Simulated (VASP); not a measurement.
## CdTe2: single point with PBE

Crystal: CdTe2.

```
Cd Te
1.0
     5.90986    0.00000    0.00000
     0.00000    7.37895    0.00000
     0.00000    0.00000    4.55827
Cd Te
2 4
Direct
  0.00000 0.00000 0.00000
  0.50000 0.50000 0.50000
  0.19054 0.38881 0.00000
  0.80946 0.61119 0.00000
  0.69054 0.11119 0.50000
  0.30946 0.88881 0.50000
```

```
Program             : VASP 6.6.1
Task                : single point
Functional          : PBE
Potentials or basis : VASP PAW PBE potentials, release 64 (Cd, Te)
Cutoff              : 520 eV
k mesh              : 6 × 6 × 8
Occupations         : gaussian, width 0.1 eV
Spin                : no spin polarisation
```

* Pressure: 0.1 GPa
* Largest force: 0.010 eV/Å
* Band gap on the k mesh: zero (band 24 reaches 4.20 eV, above the bottom of band 25 at 4.02 eV)

Forces in eV/Å, atoms in the order of the input:
```
Cd   0.000  0.000  0.000
Cd   0.000  0.000  0.000
Te   0.010 -0.002  0.000
Te  -0.010  0.002  0.000
Te   0.010  0.002  0.000
Te  -0.010 -0.002  0.000
```

Levels at points of the mesh, in eV from the Fermi level:
```tsv
k point	band 20	band 21	band 22	band 23	band 24	band 25	band 26	band 27	band 28	band 29
(0.00, 0.00, 0.00)	-2.47	-1.67	-0.52	-0.21	0.03	0.92	1.09	1.79	2.04	3.17
(0.50, 0.00, 0.00)	-1.85	-1.01	-1.01	-0.89	-0.89	0.49	0.49	1.78	1.78	3.58
(0.00, 0.50, 0.00)	-2.42	-2.07	-2.07	0.01	0.01	0.45	0.45	2.37	2.37	3.88
(0.50, 0.50, 0.00)	-1.57	-1.34	-1.34	-1.27	-1.27	1.06	1.06	1.62	1.62	3.00
(0.00, 0.00, 0.50)	-2.91	-1.73	-1.73	-1.70	-1.70	0.87	0.87	1.38	1.38	4.99
(0.50, 0.00, 0.50)	-3.28	-3.19	-3.19	-0.13	-0.13	1.16	1.16	3.07	3.07	4.50
(0.00, 0.50, 0.50)	-2.48	-2.09	-2.09	-1.47	-1.47	0.61	0.61	1.86	1.86	3.76
(0.50, 0.50, 0.50)	-2.68	-1.72	-1.72	-0.89	-0.89	0.45	0.45	2.56	2.56	3.82
```

Run time: 3 min on 1 thread of Intel(R) Xeon(R) Platinum 8481C CPU @ 2.70GHz (Sapphire Rapids) (shared host), peak memory 0.6 GiB.

Caveat: spin-orbit coupling is left out, which moves the levels of the heavy elements.
